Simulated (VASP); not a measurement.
# Hf (Fm-3m) in VASP: a series of runs, part 2 of 3

VASP 6.6.1.

## Step 3: Electric field gradients, r2SCAN

This run uses another cell than the first one, of 21.88 Å³/atom.

POSCAR

```
Hf
1.0
    0.0000000000      2.2200000000      2.2200000000
    2.2200000000      0.0000000000      2.2200000000
    2.2200000000      2.2200000000      0.0000000000
Hf
1
Direct
    0.0000000000      0.0000000000      0.0000000000
```

INCAR.step1

```
SYSTEM = Hf
ALGO = Normal
EDIFF = 1E-5
ENCUT = 440
GGA = PE
GGA_COMPAT = .False.
ISMEAR = -1
LASPH = .True.
LCHARG = .False.
LREAL = .False.
LWAVE = .True.
NBANDS = 11
NELM = 120
PREC = Accurate
SIGMA = 0.03
```

INCAR.step2

```
SYSTEM = Hf
ALGO = Normal
EDIFF = 1E-8
ENCUT = 440
GGA_COMPAT = .False.
ISIF = 2
ISMEAR = -1
ISTART = 1
LASPH = .True.
LCHARG = .False.
LEFG = .True.
LMIXTAU = .True.
LREAL = .False.
LWAVE = .False.
METAGGA = R2SCAN
NBANDS = 11
NELM = 120
PREC = Accurate
SIGMA = 0.03
```

KPOINTS

```
k-points
0
Gamma
  16 16 16
  0 0 0
```

Potentials or basis: VASP PAW PBE potentials, release 64 (Hf_pv).

On the command line:

```sh
cat potpaw_PBE.64/Hf_pv/POTCAR > POTCAR
cp INCAR.step1 INCAR
mpirun -np 1 vasp_std > vasp.out
cp INCAR.step2 INCAR
mpirun -np 1 vasp_std > vasp.out
```

OUTCAR:

```text
SYSTEM = Hf
   EDIFF = 1E-8
   ENCUT = 440
   ISIF = 2
   ISMEAR = -1
   ISTART = 1
   LASPH = .True.
   LREAL = .False.
   METAGGA = R2SCAN
   NELM = 120
   PREC = Accurate

 ion  position               nearest neighbor table
   1  0.000  0.000  0.000-

  LATTYP: Found a face centered cubic cell.
 ALAT       =     4.4400000000

  Lattice vectors:

 A1 = (   0.0000000000,   2.2200000000,   2.2200000000)
 A2 = (   2.2200000000,   0.0000000000,   2.2200000000)
 A3 = (   2.2200000000,   2.2200000000,   0.0000000000)

Analysis of symmetry for initial positions (statically):
=====================================================================
 Subroutine PRICEL returns:
 Original cell was already a primitive cell.

 Routine SETGRP: Setting up the symmetry group for a
 face centered cubic supercell.

 Subroutine GETGRP returns: Found 48 space group operations
 (whereof 48 operations were pure point group operations)
 out of a pool of 48 trial point group operations.

The static configuration has the point symmetry O_h .

Analysis of symmetry for dynamics (positions and initial velocities):
=====================================================================
 Subroutine PRICEL returns:
 Original cell was already a primitive cell.

 Routine SETGRP: Setting up the symmetry group for a
 face centered cubic supercell.

 Subroutine GETGRP returns: Found 48 space group operations
 (whereof 48 operations were pure point group operations)
 out of a pool of 48 trial point group operations.

The dynamic configuration has the point symmetry O_h .

[... 159 lines left out ...]
      7       6.3751      0.00000
      8       9.4513      0.00000
      9       9.4513      0.00000
     10      16.6729      0.00000
     11      16.8317      0.00000
[... 309 lines left out ...]
 k-point    24 :      -0.0625    0.0625    0.0000
  band No.  band energies     occupation
      1     -26.3585      2.00000
      2     -26.2951      2.00000
      3     -26.2758      2.00000
      4      -2.4844      2.00000
      5       5.9658      0.00000
      6       6.5529      0.00000
      7       6.5650      0.00000
      8       9.0774      0.00000
      9       9.4330      0.00000
     10      16.8315      0.00000
     11      17.5286      0.00000

 [... further k-points ...]

------------------------ aborting loop because EDIFF is reached ----------------------------------------

  FORCE on cell =-STRESS in cart. coord.  units (eV):
  Direction    XX          YY          ZZ          XY          YZ          ZX
  --------------------------------------------------------------------------------------
  -------------------------------------------------------------------------------------
  Total        0.3099157      0.3099157      0.3099157      0.0000000      0.0000000     -0.0000000
  in kB       22.6916083     22.6916083     22.6916083      0.0000000      0.0000000     -0.0000000
  external PRESSURE =      22.6916083 kB  Pullay stress =       0.0000000 kB

 VOLUME and BASIS-vectors are now :
 -----------------------------------------------------------------------------
  energy-cutoff  :      440.00
  volume of cell :       21.88
      direct lattice vectors                 reciprocal lattice vectors
     0.000000000  2.220000000  2.220000000    -0.225225225  0.225225225  0.225225225
     2.220000000  0.000000000  2.220000000     0.225225225 -0.225225225  0.225225225
     2.220000000  2.220000000  0.000000000     0.225225225  0.225225225 -0.225225225

 POSITION                                       TOTAL-FORCE (eV/Angst)
 -----------------------------------------------------------------------------------
      0.00000      0.00000      0.00000        -0.000000      0.000000     -0.000000
 -----------------------------------------------------------------------------------
    total drift:                               -0.000000      0.000000      0.000000

  FREE ENERGIE OF THE ION-ELECTRON SYSTEM (eV)
  ---------------------------------------------------
  free  energy   TOTEN  =       -45.0630061611 eV

  energy  without entropy=      -45.0579237342  energy(sigma->0) =      -45.06046495

 Electric field gradients (V/A^2)
---------------------------------------------------------------------
 ion       V_xx      V_yy      V_zz      V_xy      V_xz      V_yz
---------------------------------------------------------------------
   1       0.000    -0.000    -0.000    -0.000    -0.000    -0.000
---------------------------------------------------------------------

 Electric field gradients after diagonalization (V/A^2)
 (convention: |V_zz| > |V_xx| > |V_yy|)
----------------------------------------------------------------------
 ion       V_xx      V_yy      V_zz     asymmetry (V_yy - V_xx)/ V_zz
----------------------------------------------------------------------
   1       0.000     0.000    -0.001       0.000
----------------------------------------------------------------------

           NMR quadrupolar parameters

 Cq : quadrupolar parameter    Cq=e*Q*V_zz/h
 eta: asymmetry parameters     (V_yy - V_xx)/ V_zz
 Q  : nuclear electric quadrupole moment in mb (millibarn)
----------------------------------------------------------------------
 ion       Cq(MHz)       eta       Q (mb)
----------------------------------------------------------------------
   1      -0.000       0.000       1.000
----------------------------------------------------------------------
```

OUTCAR.step1:

```text
SYSTEM = Hf
   EDIFF = 1E-5
   ENCUT = 440
   GGA = PE
   ISMEAR = -1
   LASPH = .True.
   LREAL = .False.
[... 552 lines left out ...]
 -----------------------------------------------------------------------------------
      0.00000      0.00000      0.00000        -0.000000     -0.000000     -0.000000
 -----------------------------------------------------------------------------------
    total drift:                               -0.000000     -0.000000     -0.000000

  FREE ENERGIE OF THE ION-ELECTRON SYSTEM (eV)
  ---------------------------------------------------
  free  energy   TOTEN  =        -9.8478616145 eV

  energy  without entropy=       -9.8421228910  energy(sigma->0) =       -9.84499225
```

OSZICAR.step1:

```text
N       E                     dE             d eps       ncg     rms          rms(c)
DAV:   1     0.114719075821E+02    0.11472E+02   -0.52347E+03  3222   0.741E+02
DAV:   2    -0.979033579335E+01   -0.21262E+02   -0.20642E+02  4083   0.145E+02
DAV:   3    -0.101719374898E+02   -0.38160E+00   -0.37906E+00  3965   0.138E+01
DAV:   4    -0.101733104111E+02   -0.13729E-02   -0.13728E-02  3662   0.103E+00
DAV:   5    -0.101733178293E+02   -0.74182E-05   -0.74180E-05  4050   0.653E-02    0.464E+01
DAV:   6    -0.993228510767E+01    0.24103E+00   -0.20180E-01  3610   0.338E+00    0.276E+01
DAV:   7    -0.985190535875E+01    0.80380E-01   -0.31556E-01  3730   0.410E+00    0.126E+00
DAV:   8    -0.984781697552E+01    0.40884E-02   -0.25024E-02  3553   0.109E+00    0.163E-01
DAV:   9    -0.984786126217E+01   -0.44287E-04   -0.37593E-04  3837   0.158E-01    0.539E-02
DAV:  10    -0.984786161451E+01   -0.35234E-06   -0.22537E-05  3558   0.371E-02
   1 F= -.98478616E+01 E0= -.98449923E+01  d E =-.573872E-02
```

It took 75 s on 1 thread of Intel Xeon Platinum 8375C at 2.90GHz (Ice Lake), shared host; peak memory 0.16 GiB.

What came out:

| Quantity | Value |
| --- | --- |
| Free energy | -45.0630 eV |
| Pressure | 2.3 GPa |
| Band gap on the k mesh | zero (bands 5 and 6 overlap by 2.05 eV) |
| Largest electric field gradient by atom | zero within the noise of the run |

Levels at points of the mesh, in eV from the Fermi level:
| k point | band 1 | band 2 | band 3 | band 4 | band 5 | band 6 | band 7 | band 8 | band 9 | band 10 |
| --- | --- | --- | --- | --- | --- | --- | --- | --- | --- | --- |
| (0.00, 0.00, 0.00) | -31.03 | -31.03 | -31.03 | -7.62 | 1.62 | 1.62 | 1.62 | 4.69 | 4.69 | 11.92 |
| (0.50, 0.00, 0.00) | -31.93 | -31.14 | -31.14 | -3.79 | 0.45 | 1.41 | 1.41 | 6.84 | 6.84 | 10.30 |
| (0.50, 0.50, 0.00) | -31.87 | -31.35 | -31.35 | -3.41 | -2.25 | 2.57 | 6.92 | 7.45 | 7.45 | 10.57 |

Caveat: the PAW data sets were made with another functional, which shifts forces and pressure a little; spin-orbit coupling is left out, which moves the levels of the heavy elements.

## Step 4: Electric field gradients, PBE (21.01 Å³/atom)

INCAR

```
SYSTEM = Hf
PREC     = Accurate       ! precision mode
ENCUT    = 520            ! plane-wave cutoff, eV
EDIFF    = 1E-8           ! SCF threshold, eV
ISMEAR   = -1             ! smearing method
SIGMA    = 0.03           ! smearing width, eV
LREAL    = .FALSE.        ! projectors in reciprocal space
LASPH    = .TRUE.         ! aspherical terms in the spheres
NELM     = 80             ! most SCF steps
ALGO     = Normal         ! electronic algorithm
ISIF     = 2              ! what is computed and relaxed
LWAVE    = .FALSE.        ! write WAVECAR
LCHARG   = .FALSE.        ! write CHGCAR
GGA      = PE             ! functional
LEFG     = .TRUE.       
NBANDS   = 11             ! bands
```

KPOINTS

```
Automatic mesh
0
G
  16 16 16
  0 0 0
```

POSCAR

```
Hf
1.0
    0.0000000000      2.1899963220      2.1899963220
    2.1899963220      0.0000000000      2.1899963220
    2.1899963220      2.1899963220      0.0000000000
Hf
1
Direct
    0.0000000000      0.0000000000      0.0000000000
```

Potentials or basis: VASP PAW PBE potentials, release 64 (Hf_pv).

On the command line:

```sh
cat potpaw_PBE.64/Hf_pv/POTCAR > POTCAR
mpirun -np 1 vasp_std > vasp.out
```

OUTCAR:

```text
SYSTEM = Hf
   PREC = Accurate
   ENCUT = 520
   EDIFF = 1E-8
   ISMEAR = -1
   LREAL = .FALSE.
   LASPH = .TRUE.
   NELM = 80
   ISIF = 2
   GGA = PE

 ion  position               nearest neighbor table
   1  0.000  0.000  0.000-

  LATTYP: Found a face centered cubic cell.
 ALAT       =     4.3799926440

  Lattice vectors:

 A1 = (   0.0000000000,   2.1899963220,   2.1899963220)
 A2 = (   2.1899963220,   0.0000000000,   2.1899963220)
 A3 = (   2.1899963220,   2.1899963220,   0.0000000000)

Analysis of symmetry for initial positions (statically):
=====================================================================
 Subroutine PRICEL returns:
 Original cell was already a primitive cell.

 Routine SETGRP: Setting up the symmetry group for a
 face centered cubic supercell.

 Subroutine GETGRP returns: Found 48 space group operations
 (whereof 48 operations were pure point group operations)
 out of a pool of 48 trial point group operations.

The static configuration has the point symmetry O_h .

Analysis of symmetry for dynamics (positions and initial velocities):
=====================================================================
 Subroutine PRICEL returns:
 Original cell was already a primitive cell.

 Routine SETGRP: Setting up the symmetry group for a
 face centered cubic supercell.

 Subroutine GETGRP returns: Found 48 space group operations
 (whereof 48 operations were pure point group operations)
 out of a pool of 48 trial point group operations.

The dynamic configuration has the point symmetry O_h .
[... 157 lines left out ...]
      5       6.6160      0.00000
      6       6.6160      0.00000
      7       6.6160      0.00000
      8       9.6404      0.00000
      9       9.6404      0.00000
     10      16.7119      0.00000
     11      18.4740      0.00000
[... 309 lines left out ...]
 k-point    24 :      -0.0625    0.0625    0.0000
  band No.  band energies     occupation
      1     -24.6922      2.00000
      2     -24.6216      2.00000
      3     -24.5999      2.00000
      4      -1.8463      2.00000
      5       6.2220      0.00000
      6       6.7949      0.00000
      7       6.8140      0.00000
      8       9.2593      0.00000
      9       9.6237      0.00000
     10      17.5627      0.00000
     11      18.4726      0.00000

 [... further k-points ...]

------------------------ aborting loop because EDIFF is reached ----------------------------------------

  FORCE on cell =-STRESS in cart. coord.  units (eV):
  Direction    XX          YY          ZZ          XY          YZ          ZX
  --------------------------------------------------------------------------------------
  -------------------------------------------------------------------------------------
  Total        0.9906921      0.9906921      0.9906921     -0.0000000      0.0000000     -0.0000000
  in kB       75.5595076     75.5595076     75.5595076     -0.0000000      0.0000000     -0.0000000
  external PRESSURE =      75.5595076 kB  Pullay stress =       0.0000000 kB

 VOLUME and BASIS-vectors are now :
 -----------------------------------------------------------------------------
  energy-cutoff  :      520.00
  volume of cell :       21.01
      direct lattice vectors                 reciprocal lattice vectors
     0.000000000  2.189996322  2.189996322    -0.228310886  0.228310886  0.228310886
     2.189996322  0.000000000  2.189996322     0.228310886 -0.228310886  0.228310886
     2.189996322  2.189996322  0.000000000     0.228310886  0.228310886 -0.228310886

 POSITION                                       TOTAL-FORCE (eV/Angst)
 -----------------------------------------------------------------------------------
      0.00000      0.00000      0.00000         0.000000      0.000000      0.000000
 -----------------------------------------------------------------------------------
    total drift:                               -0.000000      0.000000      0.000000

  FREE ENERGIE OF THE ION-ELECTRON SYSTEM (eV)
  ---------------------------------------------------
  free  energy   TOTEN  =        -9.8205446662 eV

  energy  without entropy=       -9.8153822052  energy(sigma->0) =       -9.81796344

 Electric field gradients (V/A^2)
---------------------------------------------------------------------
 ion       V_xx      V_yy      V_zz      V_xy      V_xz      V_yz
---------------------------------------------------------------------
   1       0.000    -0.000     0.000    -0.000    -0.000    -0.000
---------------------------------------------------------------------

 Electric field gradients after diagonalization (V/A^2)
 (convention: |V_zz| > |V_xx| > |V_yy|)
----------------------------------------------------------------------
 ion       V_xx      V_yy      V_zz     asymmetry (V_yy - V_xx)/ V_zz
----------------------------------------------------------------------
   1       0.000     0.000    -0.000       0.000
----------------------------------------------------------------------

           NMR quadrupolar parameters

 Cq : quadrupolar parameter    Cq=e*Q*V_zz/h
 eta: asymmetry parameters     (V_yy - V_xx)/ V_zz
 Q  : nuclear electric quadrupole moment in mb (millibarn)
----------------------------------------------------------------------
 ion       Cq(MHz)       eta       Q (mb)
----------------------------------------------------------------------
   1      -0.000       0.000       1.000
----------------------------------------------------------------------
```

stdout:

```text
POSCAR found type information on POSCAR Hf
 POSCAR found :  1 types and       1 ions
 scaLAPACK will be used
 LDA part: xc-table for (Slater+PW92), standard interpolation
 POSCAR, INCAR and KPOINTS ok, starting setup
 FFT: planning ... GRIDC
 FFT: planning ... GRID_SOFT
 FFT: planning ... GRID
 WAVECAR not read
 entering main loop
ion   1
```

Run time: 33 s. Hardware: 1 thread of Intel Xeon 8259CL, shared host; peak memory 0.16 GiB.

Results:

```
Free energy                             : -9.8205 eV
Pressure                                : 7.6 GPa
Band gap on the k mesh                  : zero (bands 5 and 6 overlap by 1.84 eV)
Largest electric field gradient by atom : zero within the noise of the run
```

Caveat: the cell stands under pressure; spin-orbit coupling is left out, which moves the levels of the heavy elements.

## Step 5: Electric field gradients, PBE

This run uses another cell than the first one, of 21.88 Å³/atom.

INCAR

```
SYSTEM = Hf
  ALGO = Normal
  EDIFF = 1E-8
  ENCUT = 520
  GGA = PE
  ISIF = 2
  ISMEAR = -1
  LASPH = .TRUE.
  LCHARG = .FALSE.
  LEFG = .TRUE.
  LREAL = .FALSE.
  LWAVE = .FALSE.
  NBANDS = 11
  NELM = 100
  PREC = Accurate
  SIGMA = 0.03
```

KPOINTS

```
k-points
0
G
  16 16 16
  0 0 0
```

POSCAR

```
Hf
1.0
    0.0000000000      2.2200000000      2.2200000000
    2.2200000000      0.0000000000      2.2200000000
    2.2200000000      2.2200000000      0.0000000000
Hf
1
Direct
    0.0000000000      0.0000000000      0.0000000000
```

Potentials or basis: VASP PAW PBE potentials, release 64 (Hf_pv).

On the command line:

```sh
cat potpaw_PBE.64/Hf_pv/POTCAR > POTCAR
mpirun -np 1 vasp_std > vasp.out
```

OUTCAR:

```text
SYSTEM = Hf
   EDIFF = 1E-8
   ENCUT = 520
   GGA = PE
   ISIF = 2
   ISMEAR = -1
   LASPH = .TRUE.
   LREAL = .FALSE.
   NELM = 100
   PREC = Accurate

 ion  position               nearest neighbor table
   1  0.000  0.000  0.000-

  LATTYP: Found a face centered cubic cell.
 ALAT       =     4.4400000000

  Lattice vectors:

 A1 = (   0.0000000000,   2.2200000000,   2.2200000000)
 A2 = (   2.2200000000,   0.0000000000,   2.2200000000)
 A3 = (   2.2200000000,   2.2200000000,   0.0000000000)

Analysis of symmetry for initial positions (statically):
=====================================================================
 Subroutine PRICEL returns:
 Original cell was already a primitive cell.

 Routine SETGRP: Setting up the symmetry group for a
 face centered cubic supercell.

[... 516 lines left out ...]
  external PRESSURE =      26.9033500 kB  Pullay stress =       0.0000000 kB

 VOLUME and BASIS-vectors are now :
 -----------------------------------------------------------------------------
  energy-cutoff  :      520.00
  volume of cell :       21.88
      direct lattice vectors                 reciprocal lattice vectors
     0.000000000  2.220000000  2.220000000    -0.225225225  0.225225225  0.225225225
     2.220000000  0.000000000  2.220000000     0.225225225 -0.225225225  0.225225225
     2.220000000  2.220000000  0.000000000     0.225225225  0.225225225 -0.225225225

 POSITION                                       TOTAL-FORCE (eV/Angst)
 -----------------------------------------------------------------------------------
      0.00000      0.00000      0.00000         0.000000     -0.000000      0.000000
 -----------------------------------------------------------------------------------
    total drift:                                0.000000      0.000000      0.000000

  FREE ENERGIE OF THE ION-ELECTRON SYSTEM (eV)
  ---------------------------------------------------
  free  energy   TOTEN  =        -9.8482235842 eV

  energy  without entropy=       -9.8424842696  energy(sigma->0) =       -9.84535393

 Electric field gradients (V/A^2)
---------------------------------------------------------------------
 ion       V_xx      V_yy      V_zz      V_xy      V_xz      V_yz
---------------------------------------------------------------------
   1       0.000     0.000    -0.000    -0.000    -0.000    -0.000
---------------------------------------------------------------------

 Electric field gradients after diagonalization (V/A^2)
 (convention: |V_zz| > |V_xx| > |V_yy|)
----------------------------------------------------------------------
 ion       V_xx      V_yy      V_zz     asymmetry (V_yy - V_xx)/ V_zz
----------------------------------------------------------------------
   1       0.000     0.000    -0.001       0.000
----------------------------------------------------------------------

           NMR quadrupolar parameters

 Cq : quadrupolar parameter    Cq=e*Q*V_zz/h
 eta: asymmetry parameters     (V_yy - V_xx)/ V_zz
 Q  : nuclear electric quadrupole moment in mb (millibarn)
----------------------------------------------------------------------
 ion       Cq(MHz)       eta       Q (mb)
----------------------------------------------------------------------
   1      -0.000       0.000       1.000
----------------------------------------------------------------------
```

Run time: 30 s. Hardware: 1 thread of Intel Xeon 8259CL, shared host; peak memory 0.16 GiB.

What came out:

* Free energy: -9.8482 eV
* Pressure: 2.7 GPa
* Band gap on the k mesh: zero (bands 5 and 6 overlap by 1.81 eV)
* Largest electric field gradient by atom: zero within the noise of the run

Caveat: spin-orbit coupling is left out, which moves the levels of the heavy elements.

[end of part 2 of 3]
